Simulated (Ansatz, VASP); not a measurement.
## CaNb2O5 in VASP and in Ansatz

File INCAR:

```
PREC = Accurate
ENCUT = 520
EDIFF = 1E-6
ISMEAR = 0
SIGMA = 0.1
LREAL = F
LASPH = T
NELM = 150
ALGO = Normal
ISIF = 2
LWAVE = F
LCHARG = F
ISPIN = 2
MAGMOM = -0.01 0.09 0.09 0 -0.01 -0.01 -0.01 0
LORBIT = 11
LMAXMIX = 4
GGA = PE
NBANDS = 47
```

The input KPOINTS:

```
regular mesh
0
Gamma
  3 3 4
```

Contents of POSCAR:

```
CaNb2O5
1.0
    7.3583562900      0.0000000000      0.0000000000
   -3.6791781400      6.3725234700      0.0000000000
    0.0000000000      0.0000000000      4.4281500200
Ca Nb O
1 2 5
Direct
    0.0000000000      0.0000000000      0.0000000000
    0.3333333300      0.6666666700      0.5000000000
    0.6666666700      0.3333333300      0.5000000000
    0.3333333300      0.6666666700      0.9209602200
    0.0000000000      0.5000000000      0.4947068800
    0.5000000000      0.5000000000      0.4947068800
    0.5000000000      0.0000000000      0.4947068800
    0.6666666700      0.3333333300      0.9209602200
```

Input for Ansatz:

```yaml
crystal:
  lattice:
    - [7.35835629, 0.0, 0.0]
    - [-3.67917814, 6.37252347, 0.0]
    - [0.0, 0.0, 4.42815002]
  atoms:
    - { symbol: Ca, position: [0.0, 0.0, 0.0] }
    - { symbol: Nb, position: [0.33333333, 0.66666667, 0.5] }
    - { symbol: Nb, position: [0.66666667, 0.33333333, 0.5] }
    - { symbol: O, position: [0.33333333, 0.66666667, 0.92096022] }
    - { symbol: O, position: [0.0, 0.5, 0.49470688] }
    - { symbol: O, position: [0.5, 0.5, 0.49470688] }
    - { symbol: O, position: [0.5, 0.0, 0.49470688] }
    - { symbol: O, position: [0.66666667, 0.33333333, 0.92096022] }
basis:
  ecutwfc: 420
kpoints:
  mp_grid: { grid: [3, 3, 4] }
hamiltonian:
  xc: pbe
scf:
  occupations: { method: gaussian, width: 0.1 }
  lower_state_search: "off"
output:
  forces: true
  stress: true
  eigenvalues: true
  populations: true
magnetization:
  spin_polarized: true
```

Alike in both runs: task single point; functional PBE; k mesh 3 × 3 × 4; occupations gaussian, width 0.1 eV; collinear spin.

```csv
,VASP,Ansatz
version,VASP 6.6.1,Ansatz 0.2.0
potentials or method,"VASP PAW PBE potentials, release 64 (Ca_sv, Nb_sv, O), cutoff 520 eV","scalar-relativistic, plane waves, PAW"
valence electrons in the cell,66,66
```

Ansatz gave:

```
gap on the k mesh at the Fermi level (eV)                     : none
pressure (GPa)                                                : -16.2
traceless stress, the component that is largest in VASP (GPa) : 1.01
rms of the force components (eV/Å)                            : 0.970
net moment per atom (μB)                                      : 0.04
size of the moment on the site where the two differ most (μB) : 0.08
```

Task: What did VASP give for the same quantities?

Result: gap on the k mesh at the Fermi level (eV): none; pressure (GPa): -16.3; traceless stress, the component that is largest in VASP (GPa): 1.05; rms of the force components (eV/Å): 0.958; net moment per atom (μB): 0.04; size of the moment on the site where the two differ most (μB): 0.15.

Site moments also hang on the region over which each program counts them. Atom by atom the forces differ by 0.014 eV/Å (rms over components). A gap of «none» marks a metal or a gap that the smearing closes. Ansatz's warnings: no starting moments.
